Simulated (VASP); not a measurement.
# Na3Li5S4 (P1) in VASP: single point with PBEsol

Aim: the single point of Na3Li5S4 with PBEsol.

Everything below comes from runs of VASP 6.6.1. Logs are shortened: lines on timing, memory, paths and dates and some standing lists are left out, and cuts for length are marked.

### 1 The cell of the first run

The typed cell holds 96 atoms: a = 12.099 Å, b = 12.099 Å, c = 12.099 Å, α = 90.00°, β = 90.00°, γ = 90.00°.

### 2 Single point, PBEsol

INCAR reads:

```
  ALGO = Normal
  EDIFF = 1E-6
  ENCUT = 750
  GGA = PS
  GGA_COMPAT = False
  ISIF = 2
  ISMEAR = -1
  ISYM = 0
  LASPH = True
  LCHARG = True
  LELF = True
  LREAL = Auto
  LVHAR = True
  LWAVE = False
  NBANDS = 294
  NCORE = 4
  NELM = 120
  PREC = Accurate
  SIGMA = 0.05
```

KPOINTS reads:

```
Automatic mesh
0
Gamma
  1 1 1
  0.25 0.25 0.25
```

POSCAR reads:

```
Na3Li5S4
1.0
   12.0987497933      0.0000000000      0.0000000000
    0.0000000000     12.0987497933      0.0000000000
    0.0000000000      0.0000000000     12.0987497933
Li Na S
40 24 32
Direct
    0.3667980000      0.1097360000      0.1292610000
    0.3736900000      0.6246780000      0.1344900000
    0.8769430000      0.1177630000      0.1197970000
    0.8711000000      0.1294280000      0.6180760000
    0.8741430000      0.6169660000      0.1248160000
    0.8661280000      0.6323400000      0.6119110000
    0.1161830000      0.3570860000      0.1160880000
    0.1228050000      0.8677050000      0.1339450000
    0.1309600000      0.8739140000      0.6192020000
    0.6063310000      0.3898280000      0.1485540000
    0.6175350000      0.3917350000      0.6172860000
    0.5921350000      0.8913640000      0.1560200000
    0.6243580000      0.8923520000      0.6201970000
    0.1280870000      0.1192860000      0.3720710000
    0.1377930000      0.1189180000      0.8629520000
    0.1188400000      0.6315750000      0.3810470000
    0.1360700000      0.6193030000      0.8700900000
    0.6187960000      0.1269620000      0.3748040000
    0.6509950000      0.1612870000      0.8358160000
    0.6402910000      0.6495440000      0.8511940000
    0.1279750000      0.1173020000      0.6156680000
    0.1198000000      0.6294860000      0.6200550000
    0.6236600000      0.1396150000      0.6087300000
    0.6250820000      0.6490950000      0.6193880000
    0.3711630000      0.3759110000      0.3797950000
    0.3878470000      0.3777860000      0.8738220000
    0.3837110000      0.8710680000      0.8875980000
    0.8565850000      0.3896480000      0.3855190000
    0.9109260000      0.3289710000      0.8980630000
    0.8744790000      0.8738170000      0.3831850000
    0.9115740000      0.8290200000      0.8997320000
    0.3805680000      0.3831820000      0.6246320000
    0.3634640000      0.8681190000      0.1334470000
    0.3829710000      0.8873830000      0.6344930000
    0.3735360000      0.1286720000      0.3714650000
    0.3652250000      0.6241080000      0.3751920000
    0.8724390000      0.6319350000      0.3747190000
    0.1197420000      0.8742050000      0.3784910000
    0.6141770000      0.3711950000      0.3829810000
    0.6279180000      0.8825410000      0.3853010000
    0.3799200000      0.1340420000      0.6203350000
    0.3767710000      0.6350020000      0.6217020000
    0.1260350000      0.3764660000      0.6150550000
    0.6180280000      0.6268720000      0.3773520000
    0.1238420000      0.1134350000      0.1192490000
    0.1226830000      0.6198360000      0.1301100000
    0.6194090000      0.1313020000      0.1179270000
    0.6240750000      0.6356880000      0.1201050000
    0.3709880000      0.8771840000      0.3858550000
    0.3648340000      0.3695680000      0.1319510000
    0.8642040000      0.3685810000      0.1303430000
    0.8684960000      0.3787740000      0.6350310000
    0.8595840000      0.8671510000      0.1353990000
    0.8780940000      0.8794920000      0.6363910000
    0.3932980000      0.1215920000      0.8721180000
    0.3886530000      0.6283570000      0.8768090000
    0.8704200000      0.1259850000      0.3754100000
    0.8818720000      0.0921250000      0.8653700000
    0.8821830000      0.5950930000      0.8605740000
    0.1145380000      0.3783850000      0.3677770000
    0.1388100000      0.3677290000      0.8673600000
    0.1394490000      0.8694590000      0.8728410000
    0.6425360000      0.3954050000      0.8789460000
    0.6409000000      0.8966750000      0.8850920000
    0.9997730000      0.9783740000      0.0038190000
    0.0098190000      0.0004040000      0.4995750000
    0.0049840000      0.4831960000      0.0003110000
    0.9877540000      0.5164350000      0.4961270000
    0.4835240000      0.9846410000      0.0196980000
    0.5096790000      0.0054060000      0.4981970000
    0.4977230000      0.4943480000      0.0099090000
    0.4906600000      0.4924890000      0.4957240000
    0.2534840000      0.2388710000      0.9968270000
    0.2497340000      0.2438840000      0.4867180000
    0.2570380000      0.7484580000      0.0095280000
    0.2336370000      0.7494590000      0.5002390000
    0.7610710000      0.2372850000      0.9869310000
    0.7389380000      0.2595230000      0.4965110000
    0.7645460000      0.7355630000      0.9875030000
    0.7481140000      0.7600610000      0.4985650000
    0.2456700000      0.9956810000      0.2535180000
    0.2514580000      0.9976910000      0.7398210000
    0.2546910000      0.5083060000      0.2622620000
    0.2565460000      0.5016410000      0.7476230000
    0.7347810000      0.9959230000      0.2583890000
    0.7342500000      0.0232150000      0.7245130000
    0.7492590000      0.4998420000      0.2561320000
    0.7304150000      0.5245400000      0.7231710000
    0.9988310000      0.2412100000      0.2426530000
    0.0058830000      0.2323580000      0.7451390000
    0.9959100000      0.7492570000      0.2636040000
    0.0113970000      0.7382680000      0.7475300000
    0.4985390000      0.2510830000      0.2637680000
    0.5093930000      0.2687610000      0.7430110000
    0.4876510000      0.7528390000      0.2508190000
    0.5093320000      0.7705790000      0.7447670000
```

Potentials or basis: VASP PAW PBE potentials, release 64 (Li_sv, Na_pv, S).

Run with:

```
$ cat potpaw_PBE.64/Li_sv/POTCAR potpaw_PBE.64/Na_pv/POTCAR potpaw_PBE.64/S/POTCAR > POTCAR
$ mpirun -np 4 vasp_std > vasp.out
```

OUTCAR:

```text
EDIFF = 1E-6
   ENCUT = 750
   GGA = PS
   ISIF = 2
   ISMEAR = -1
   ISYM = 0
   LASPH = True
   LREAL = Auto
   NELM = 120
   PREC = Accurate

 ion  position               nearest neighbor table
   1  0.367  0.110  0.129-  69 2.46  81 2.51  73 2.62
   2  0.374  0.625  0.134-  95 2.51  83 2.54  75 2.55  71 2.65
   3  0.877  0.118  0.120-  89 2.57  77 2.58  65 2.65
   4  0.871  0.129  0.618-  86 2.46  90 2.56  78 2.68
   5  0.874  0.617  0.125-  79 2.56  87 2.61
   6  0.866  0.632  0.612-  68 2.47  88 2.49  80 2.51
   7  0.116  0.357  0.116-  67 2.47  89 2.52  73 2.62
   8  0.123  0.868  0.134-  65 2.55  81 2.59  91 2.62  75 2.64
   9  0.131  0.874  0.619-  76 2.43  82 2.55  66 2.57  92 2.68
  10  0.606  0.390  0.149-  71 2.48  87 2.54  93 2.54
  11  0.618  0.392  0.617-  72 2.45  88 2.47  94 2.50  78 2.62
  12  0.592  0.891  0.156-  69 2.39  95 2.39  85 2.47
  13  0.624  0.892  0.620-  86 2.42  70 2.44  96 2.53  80 2.64
  14  0.128  0.119  0.372-  81 2.51  74 2.52  66 2.55  89 2.66
  15  0.138  0.119  0.863-  82 2.50  90 2.54  73 2.59
  16  0.119  0.632  0.381-  76 2.46  91 2.50  68 2.53  83 2.64
  17  0.136  0.619  0.870-  84 2.52  92 2.56
  18  0.619  0.127  0.375-  70 2.48  93 2.49  85 2.54  78 2.62
  19  0.651  0.161  0.836-  86 2.37  94 2.43  77 2.44
  20  0.640  0.650  0.851-  88 2.42  79 2.46  96 2.51
  21  0.128  0.117  0.616-  66 2.45  90 2.56  82 2.57  74 2.64
  22  0.120  0.629  0.620-  92 2.41  76 2.47  68 2.58
  23  0.624  0.140  0.609-  86 2.39  78 2.43  70 2.52  94 2.64
  24  0.625  0.649  0.619-  88 2.34  80 2.48  96 2.53
  25  0.371  0.376  0.380-  72 2.46  74 2.53  83 2.56  93 2.57
  26  0.388  0.378  0.874-  94 2.53  71 2.54  84 2.66
  27  0.384  0.871  0.888-  69 2.43  75 2.59  96 2.60
  28  0.857  0.390  0.386-  87 2.43  78 2.51  68 2.58
  29  0.911  0.329  0.898-  77 2.38  90 2.47  67 2.51
  30  0.874  0.874  0.383-  80 2.49  91 2.55  66 2.65
  31  0.912  0.829  0.900-  79 2.36  65 2.45  92 2.46
  32  0.381  0.383  0.625-  72 2.44  94 2.53  84 2.55
  33  0.363  0.868  0.133-  69 2.45  75 2.45  95 2.49  81 2.55
  34  0.383  0.887  0.634-  82 2.44  96 2.47  70 2.67
[... 28 lines left out ...]
  63  0.643  0.395  0.879-  71 2.65  88 2.67  77 2.72  94 2.77
  64  0.641  0.897  0.885-  86 2.72  69 2.72  79 2.75  96 2.78
  65  1.000  0.978  0.004-  31 2.45   8 2.55  58 2.60  45 2.62   3 2.65  62 2.67  53 2.69
  66  0.010  0.000  0.500-  21 2.45  38 2.50  14 2.55   9 2.57  30 2.65  57 2.72  54 2.72
  67  0.005  0.483  0.000-   7 2.47  29 2.51  59 2.63  61 2.68  46 2.69  51 2.70
  68  0.988  0.516  0.496-  37 2.46   6 2.47  16 2.53  28 2.58  22 2.58  60 2.75  52 2.77  43 2.78

  69  0.484  0.985  0.020-  12 2.39  27 2.43  33 2.45   1 2.46  55 2.67  47 2.70  64 2.72
  70  0.510  0.005  0.498-  13 2.44  40 2.47  18 2.48  23 2.52  49 2.66  41 2.66  34 2.67
  71  0.498  0.494  0.010-  10 2.48  26 2.54  56 2.64   2 2.65  63 2.65  48 2.65  50 2.65
  72  0.491  0.492  0.496-  32 2.44  11 2.45  25 2.46  39 2.50  36 2.64  44 2.66  42 2.68
  73  0.253  0.239  0.997-  15 2.59  61 2.61   7 2.62   1 2.62  45 2.64  50 2.64  55 2.67
  74  0.250  0.244  0.487-  35 2.48  14 2.52  25 2.53  41 2.62  21 2.64  43 2.69  60 2.72
  75  0.257  0.748  0.010-  33 2.45   2 2.55  27 2.59  62 2.63   8 2.64  46 2.68  56 2.69
  76  0.234  0.749  0.500-   9 2.43  16 2.46  22 2.47  38 2.52  49 2.66  42 2.66  36 2.67
  77  0.761  0.237  0.987-  29 2.38  19 2.44   3 2.58  51 2.66  47 2.66  58 2.72  63 2.72
  78  0.739  0.260  0.497-  23 2.43  39 2.45  28 2.51  11 2.62  18 2.62   4 2.68  57 2.70  52 2.71
[... 6 lines left out ...]
  82  0.251  0.998  0.740-  34 2.44  15 2.50   9 2.55  21 2.57  62 2.61  41 2.69  55 2.78
  83  0.255  0.508  0.262-  36 2.37   2 2.54  25 2.56  46 2.63  60 2.64  16 2.64  50 2.66
  84  0.257  0.502  0.748-  17 2.52  32 2.55  61 2.60  42 2.65  26 2.66  56 2.71  43 2.71
  85  0.735  0.996  0.258-  40 2.43  12 2.47  18 2.54  53 2.63  57 2.68  47 2.74
  86  0.734  0.023  0.725-  19 2.37  23 2.39  13 2.42   4 2.46  58 2.61  54 2.68  64 2.72
  87  0.749  0.500  0.256-  28 2.43  10 2.54  51 2.60   5 2.61  37 2.61  44 2.65  48 2.78
  88  0.730  0.525  0.723-  24 2.34  20 2.42  11 2.47   6 2.49  59 2.62  52 2.65  63 2.67
  89  0.999  0.241  0.243-   7 2.52   3 2.57  51 2.62  45 2.63  57 2.63  60 2.65  14 2.66
  90  0.006  0.232  0.745-  29 2.47  15 2.54   4 2.56  21 2.56  58 2.69  61 2.73  43 2.76  52 2.77
[... 270 lines left out ...]
   LASPH  =      T    aspherical Exc in radial PAW
   ENCUT  =  750.0 eV  55.12 Ry    7.42 a.u.  27.02 27.02 27.02*2*pi/ulx,y,z
   NELM   =    120;   NELMIN=  2; NELMDL= -5     # of ELM steps
   EDIFF  = 0.1E-05   stopping-criterion for ELM
   LREAL  =      T    real-space projection
   EDIFFG = 0.1E-04   stopping-criterion for IOM
   NSW    =      0    number of steps for IOM
   IBRION =     -1    ionic relax: 0-MD 1-quasi-New 2-CG
   NFREE  =      0    steps in history (QN), initial steepest desc. (CG)
   ISIF   =      2    stress and relaxation
   ISYM   =      0    0-nonsym 1-usesym 2-fastsym
   POTIM  = 0.5000    time-step for ionic-motion
   TEBEG  =    0.0;   TEEND  =   0.0 temperature during run
   PSTRESS=    0.0 pullay stress
   NELECT =     480.0000    total number of electrons
   NUPDOWN=      -1.0000    fix difference up-down
   EMIN   =  10.00;   EMAX   =-10.00  energy-range for DOS
   EFERMI =   0.00;   METHOD = LEGACY
   ISMEAR =    -1;   SIGMA  =   0.05  broadening in eV -4-tet -1-fermi 0-gaus
   EFERMI_NEDOS =   21; number of points for ismear=-14 and -15
   IALGO  =     38    algorithm
   IMIX   =      4    mixing-type and parameters
     AMIX     =   0.40;   BMIX     =  1.00
     AMIX_MAG =   1.60;   BMIX_MAG =  1.00
  volume/ion in A,a.u.               =      18.45       124.49
  Fermi-wavevector in a.u.,A,eV,Ry     =   1.059452  2.002075 15.271713  1.122439
  Thomas-Fermi vector in A             =   2.194798
   LORBIT       =      0    0 simple, 1 ext, 2 COOP (PROOUT), +10 PAW based schemes
   GGA     = PS    functional components
   LHFCALC =     F    Hartree Fock is set to
   AEXX    =    0.0000 exact exchange contribution
   IVDW    =     0    specifies the selected vdW correction
   LEPSILON=     F    determine dielectric tensor
   LRPA    =     F    only Hartree local field effects (RPA)
 non-spin polarized calculation
  energy-cutoff  :      750.00
  volume of cell :     1771.01
 maximum number of plane-waves:     82660
   NGX = 55   NGY = 55   NGZ = 55

 number of electron     479.9999974 magnetization

 Free energy of the ion-electron system (eV)
  ---------------------------------------------------
  ext. energy  EPLUGINS =         0.00000000
  ---------------------------------------------------
  free energy    TOTEN  =      -366.07392678 eV

  energy without entropy =     -366.07392678  energy(sigma->0) =     -366.07392678

 E-fermi :   2.0882     XC(G=0):  -8.3138

 val. band max:        0.7551619154   @ k =  -0.2500   0.2500   0.2500
 cond. band min:       4.3396555541   @ k =  -0.2500  -0.2500   0.2500
 fundamental gap:      3.5844936388
 Fermi energy:         2.0882410820

 k-point     1 :       0.2500    0.2500    0.2500
  band No.  band energies     occupation
      1     -43.4190      2.00000
      2     -43.3355      2.00000
      3     -43.3310      2.00000
      4     -43.3025      2.00000
      5     -43.2839      2.00000
      6     -43.2516      2.00000
[... 1009 lines left out ...]
    251       5.3472      0.00000
    252       5.3889      0.00000
 [bands above 252 left out]

------------------------ aborting loop because EDIFF is reached ----------------------------------------

  FORCE on cell =-STRESS in cart. coord.  units (eV):
  Direction    XX          YY          ZZ          XY          YZ          ZX
  --------------------------------------------------------------------------------------
  -------------------------------------------------------------------------------------
  Total        0.0577440      0.5388673      0.2535079     -1.3941823     -2.4031100      0.1392008
  in kB        0.0522392      0.4874958      0.2293404     -1.2612718     -2.1740161      0.1259305
  external PRESSURE =       0.2563585 kB  Pullay stress =       0.0000000 kB

 VOLUME and BASIS-vectors are now :
 -----------------------------------------------------------------------------
  energy-cutoff  :      750.00
  volume of cell :     1771.01
      direct lattice vectors                 reciprocal lattice vectors
    12.098749793  0.000000000  0.000000000     0.082653168  0.000000000  0.000000000
     0.000000000 12.098749793  0.000000000     0.000000000  0.082653168  0.000000000
     0.000000000  0.000000000 12.098749793     0.000000000  0.000000000  0.082653168

 POSITION                                       TOTAL-FORCE (eV/Angst)
 -----------------------------------------------------------------------------------
      4.43780      1.32767      1.56390         0.001149     -0.006667      0.003203
      4.52118      7.55782      1.62716         0.004431      0.012258     -0.012113
     10.60991      1.42479      1.44939        -0.002165     -0.009254     -0.000868
     10.53922      1.56592      7.47795         0.009284      0.008426     -0.004280
     10.57604      7.46452      1.51012         0.005642     -0.003692      0.004071
     10.47907      7.65052      7.40336         0.007081      0.005969      0.014483
[... 88 lines left out ...]
      5.89997      9.10841      3.03460         0.000873      0.002062      0.002860
      6.16228      9.32304      9.01075         0.000109      0.000044     -0.002584
 -----------------------------------------------------------------------------------
    total drift:                               -0.015944      0.024754     -0.013577

  FREE ENERGIE OF THE ION-ELECTRON SYSTEM (eV)
  ---------------------------------------------------
  free  energy   TOTEN  =      -366.0739267816 eV

  energy  without entropy=     -366.0739267816  energy(sigma->0) =     -366.07392678
```

Run time: 25 min. Hardware: 4 MPI ranks of Intel Xeon 6975P-C (Granite Rapids), shared host; peak memory 1 GiB.

Results:

```
Free energy            : -366.0739 eV
Pressure               : 0.0 GPa
Largest force          : 0.042 eV/Å
Band gap on the k mesh : 3.58 eV, indirect (the least direct gap lies 0.4 meV higher)
```

Forces in eV/Å, atoms in the order of the input:
```
Li   0.001 -0.007  0.003
Li   0.004  0.012 -0.012
Li  -0.002 -0.009 -0.001
Li   0.009  0.008 -0.004
Li   0.006 -0.004  0.004
Li   0.007  0.006  0.014
Li  -0.012 -0.014 -0.006
Li   0.012 -0.002 -0.003
Li  -0.004  0.005  0.005
Li  -0.002  0.020  0.007
Li   0.011 -0.008  0.014
Li   0.011  0.013 -0.009
Li   0.009 -0.007  0.003
Li  -0.007 -0.004  0.007
Li  -0.004  0.008  0.003
Li   0.001  0.003  0.003
Li   0.000  0.008  0.004
Li   0.003  0.002  0.005
Li   0.010 -0.001 -0.003
Li   0.031  0.028 -0.009
Li  -0.010  0.002 -0.001
Li  -0.019 -0.001 -0.006
Li  -0.013 -0.006 -0.001
Li  -0.014 -0.003 -0.017
Li   0.001  0.001  0.009
Li  -0.004 -0.001  0.007
Li  -0.011  0.002 -0.013
Li   0.012 -0.008  0.009
Li  -0.009  0.014 -0.002
Li   0.012  0.005  0.013
Li  -0.008  0.017  0.006
Li  -0.005 -0.008  0.009
Li  -0.007 -0.010 -0.010
Li   0.003 -0.005  0.005
Li   0.000 -0.008 -0.002
Li   0.013  0.022 -0.006
Li   0.000  0.003 -0.003
Li  -0.007 -0.008 -0.009
Li  -0.005 -0.004  0.000
Li  -0.007 -0.002  0.004
Na   0.002  0.007  0.005
Na  -0.001  0.009  0.000
Na   0.002  0.001  0.001
Na   0.002  0.011  0.000
Na  -0.007 -0.002 -0.014
Na   0.003  0.006 -0.017
Na  -0.003  0.000 -0.011
Na  -0.001 -0.002 -0.012
Na   0.002  0.001  0.002
Na  -0.004 -0.002  0.001
Na   0.000 -0.008 -0.012
Na   0.008 -0.002 -0.003
Na   0.005 -0.002 -0.003
Na   0.005 -0.002  0.003
Na   0.008 -0.003 -0.001
Na  -0.003  0.003  0.007
Na   0.005 -0.004  0.009
Na   0.007 -0.001  0.003
Na  -0.005  0.002  0.000
Na  -0.008 -0.003  0.001
Na  -0.009 -0.008  0.002
Na   0.001 -0.004  0.004
Na  -0.001  0.001  0.008
Na   0.004  0.007  0.003
S   -0.005 -0.010  0.011
S    0.004 -0.007 -0.015
S   -0.004 -0.004  0.000
S   -0.004  0.005 -0.009
S    0.002  0.002  0.013
S    0.011 -0.004  0.002
S    0.003 -0.012  0.015
S    0.006  0.001  0.000
S    0.001 -0.003 -0.001
S    0.005  0.001 -0.007
S    0.004 -0.002  0.006
S    0.010  0.001  0.002
S   -0.002 -0.011  0.006
S   -0.011  0.002 -0.001
S   -0.016 -0.019 -0.003
S   -0.009  0.010 -0.008
S    0.010  0.001  0.008
S    0.008 -0.004 -0.011
S    0.006 -0.004  0.008
S    0.009 -0.009 -0.016
S   -0.008  0.005  0.007
S   -0.019  0.003 -0.015
S   -0.009  0.000  0.001
S   -0.011  0.008  0.003
S    0.004  0.009  0.004
S    0.008 -0.012 -0.002
S   -0.007  0.002  0.003
S    0.006 -0.019  0.001
S   -0.004  0.004  0.005
S   -0.006  0.002 -0.003
S    0.001  0.002  0.003
S    0.000  0.000 -0.003
```

Levels at points of the mesh, in eV from the valence-band top:
```
           k point  band 236  band 237  band 238  band 239  band 240  band 241  band 242  band 243  band 244  band 245
(0.25, 0.25, 0.25)     -0.14     -0.12     -0.10     -0.03      0.00      3.59      3.69      3.82      3.91      4.22
```

Caveat: the PAW data sets were made with another functional, which shifts forces and pressure a little. As with any semilocal functional, this PBEsol gap is likely too small.
